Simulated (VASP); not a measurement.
Pt, 2 atoms in the cell. It takes space group R-3m (No. 166, trigonal). The conventional cell has a = 3.453 Å, b = 3.453 Å, c = 9.605 Å, α = 90.00°, β = 90.00°, γ = 120.00°. Within 3.1 Å of Pt (site symmetry 3m) lie 6 Pt at 2.31 to 2.85 Å. 

| Quantity | Value |
| --- | --- |
| Program | VASP 6.6.1 |
| Task | relaxation of cell and atoms |
| Functional | PBEsol |
| Potentials or basis | VASP PAW PBE potentials, release 64 (Pt) |
| Cutoff | 600 eV |
| k mesh | 6 × 6 × 6 |
| Occupations | gaussian, width 0.1 eV |
| Spin | no spin polarisation |
| Dipole correction | no |
| Further INCAR settings | ALGO = Normal; EDIFF = 1e-06; IBRION = 2; EDIFFG = -0.04; NSW = 90; ISIF = 3 |

Potentials or basis: VASP PAW PBE potentials, release 64 (Pt).

Command:

```sh
$ cat potpaw_PBE.64/Pt/POTCAR > POTCAR
$ mpirun -np 1 vasp_std > vasp.out
```

Hardware: 1 thread of Intel(R) Xeon(R) Platinum 8259CL CPU @ 2.50GHz (Skylake/Cascade Lake), with other jobs on the host.

**Question.** Estimate the wall time of this run.

**Answer.** Wall time 4 min on 1 thread of Intel(R) Xeon(R) Platinum 8259CL CPU @ 2.50GHz (Skylake/Cascade Lake), on a shared host, peak memory 0.18 GiB. Counts: scf iterations 126, k points 32, ion steps 18.
